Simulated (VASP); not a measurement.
Runs of VASP 6.6.1 on C. The structure is that of space group Fd-3m (No. 227), or close to it. The cells are those of the table. 

| cell | gap on the mesh (eV) | pressure (GPa) |
| --- | --- | --- |
| a = 2.519, b = 2.519, c = 2.457 Å, angles 60.8, 60.8, 58.4°, 2 atoms | 3.58 | 1.0 |
| a = 2.564, b = 2.564, c = 2.437 Å, angles 61.6, 61.6, 56.8°, 2 atoms | 2.93 | -9.4 |
| a = 2.584, b = 2.584, c = 2.456 Å, angles 61.6, 61.6, 56.8°, 2 atoms | (c) | (b) |
| a = 2.544, b = 2.544, c = 2.418 Å, angles 61.6, 61.6, 56.8°, 2 atoms | 2.98 | (a) |
| a = 2.508, b = 2.508, c = 2.477 Å, angles 60.4, 60.4, 59.2°, 2 atoms | 3.89 | 1.0 |

Alike in all rows: task single point; level LDA; potentials or basis VASP PAW LDA potentials, release 64 (C_h); no spin polarisation; k mesh 12 × 12 × 12; cutoff (eV) 1300; smearing gaussian 0.05 eV.

Estimate the missing entries.

(a) 1.2; (b) -18.9; (c) 2.90.

Caveats: the stress differs along the axes, from -31 to 17 GPa (at least some runs); the stress differs along the axes, from -75 to 23 GPa (at least some runs); the stress differs along the axes, from -83 to 13 GPa (at least some runs); the stress differs along the axes, from -66 to 35 GPa (at least some runs); the stress differs along the axes, from -15 to 9 GPa (at least some runs).

A k mesh can miss the band edges.
